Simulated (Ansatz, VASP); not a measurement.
# Two plane-wave programs on Pb

```xyz
1
Lattice="0.0000 2.5686 2.4698 2.5686 0.0000 2.4698 2.5686 2.5686 0.0000" Properties=species:S:1:pos:R:3 pbc="T T T"
Pb    0.0000    0.0000    0.0000
```

Change from the starting cell: strain +0.040 along x and y, +0.000 along z, atoms carried along.

Alike in both runs: task single point; functional LDA; k mesh 16 × 16 × 16; occupations gaussian, width 0.15 eV; no spin polarisation.

```csv
,VASP,Ansatz
version,VASP 6.6.1,Ansatz 0.2.0
potentials or method,"VASP PAW LDA potentials, release 64 (Pb_d), cutoff 520 eV","scalar-relativistic, plane waves, PAW"
valence electrons in the cell,14,14
```

Ansatz gave:

- gap on the k mesh at the Fermi level (eV): none
- pressure (GPa): -4.6
- traceless stress, the component that is largest in VASP (GPa): 0.41

Q: Estimate VASP's values.

A: gap on the k mesh at the Fermi level (eV): none; pressure (GPa): -4.6; traceless stress, the component that is largest in VASP (GPa): 0.42.

LDA's correlation is that of Perdew and Zunger in VASP and of Perdew and Wang (1992) in Ansatz. A gap of «none» marks a metal or a gap that the smearing closes.

Neither program's run includes spin-orbit coupling.
